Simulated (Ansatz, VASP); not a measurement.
## One calculation of Ge, two programs

File INCAR:

```
PREC = Accurate
ENCUT = 520
EDIFF = 1E-6
ISMEAR = 0
SIGMA = 0.1
LREAL = False
LASPH = True
NELM = 60
ALGO = Normal
ISIF = 2
LWAVE = False
LCHARG = False
GGA = PE
NBANDS = 66
```

Contents of KPOINTS:

```
Automatic mesh
0
Gamma
  4 4 4
```

File POSCAR:

```
Ge
1.0
    0.0000000000      6.3383725900      6.3383725900
    6.3383725900      0.0000000000      6.3383725900
    6.3383725900      6.3383725900      0.0000000000
Ge
8
Direct
    0.8062530200      0.0645823300      0.0645823300
    0.1854176700      0.1854176700      0.1854176700
    0.1854176700      0.1854176700      0.4437469800
    0.1854176700      0.4437469800      0.1854176700
    0.0645823300      0.8062530200      0.0645823300
    0.0645823300      0.0645823300      0.0645823300
    0.0645823300      0.0645823300      0.8062530200
    0.4437469800      0.1854176700      0.1854176700
```

Input for Ansatz:

```yaml
crystal:
  lattice:
    - [0.0, 6.33837259, 6.33837259]
    - [6.33837259, 0.0, 6.33837259]
    - [6.33837259, 6.33837259, 0.0]
  atoms:
    - { symbol: Ge, position: [0.80625302, 0.06458233, 0.06458233] }
    - { symbol: Ge, position: [0.18541767, 0.18541767, 0.18541767] }
    - { symbol: Ge, position: [0.18541767, 0.18541767, 0.44374698] }
    - { symbol: Ge, position: [0.18541767, 0.44374698, 0.18541767] }
    - { symbol: Ge, position: [0.06458233, 0.80625302, 0.06458233] }
    - { symbol: Ge, position: [0.06458233, 0.06458233, 0.06458233] }
    - { symbol: Ge, position: [0.06458233, 0.06458233, 0.80625302] }
    - { symbol: Ge, position: [0.44374698, 0.18541767, 0.18541767] }
basis:
  ecutwfc: 420
kpoints:
  mp_grid: { grid: [4, 4, 4] }
hamiltonian:
  xc: pbe
scf:
  occupations: { method: gaussian, width: 0.1 }
  lower_state_search: "off"
output:
  forces: true
  stress: true
  eigenvalues: true
```

Alike in both runs: task single point; functional PBE; k mesh 4 × 4 × 4; occupations gaussian, width 0.1 eV; no spin polarisation.

|  | VASP | Ansatz |
| --- | --- | --- |
| version | VASP 6.6.1 | Ansatz 0.2.0 |
| potentials or method | VASP PAW PBE potentials, release 64 (Ge_d), cutoff 520 eV | scalar-relativistic, plane waves, PAW |
| valence electrons in the cell | 112 | 112 |

```tsv
	VASP	Ansatz	Ansatz less VASP
gap on the k mesh at the Fermi level (eV)	none	none	-
pressure (GPa)	3.8	3.8	+0.03
rms of the force components (eV/Å)	3.532	3.532	-0.0002
```

Atom by atom the forces differ by 0.000 eV/Å (rms over components). A gap of «none» marks a metal or a gap that the smearing closes.
